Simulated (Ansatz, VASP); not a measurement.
One calculation of Si, two programs

```xyz
2
Lattice="0.0000 2.7219 2.7219 2.7219 0.0000 2.7219 2.7219 2.7219 0.0000" Properties=species:S:1:pos:R:3 pbc="T T T"
Si    2.7219    2.7219    2.7219
Si    4.0828    4.0828    4.0828
```

Alike in both runs: task single point; functional PBE; k mesh 8 × 8 × 8; occupations gaussian, width 0.011 eV; no spin polarisation.

|  | VASP | Ansatz |
| --- | --- | --- |
| version | VASP 6.6.1 | Ansatz 0.2.0 |
| potentials or method | VASP PAW PBE potentials, release 64 (Si), cutoff 520 eV | all-electron LAPW, scalar-relativistic |

```tsv
	VASP	Ansatz	Ansatz less VASP
gap on the k mesh at the Fermi level (eV)	0.63	0.63	-0.001
least direct gap on the mesh (eV)	2.56	2.56	-0.004
pressure (GPa)	1.3	1.3	+0.05
```

Ansatz ran all-electron here, and VASP with PAW potentials.
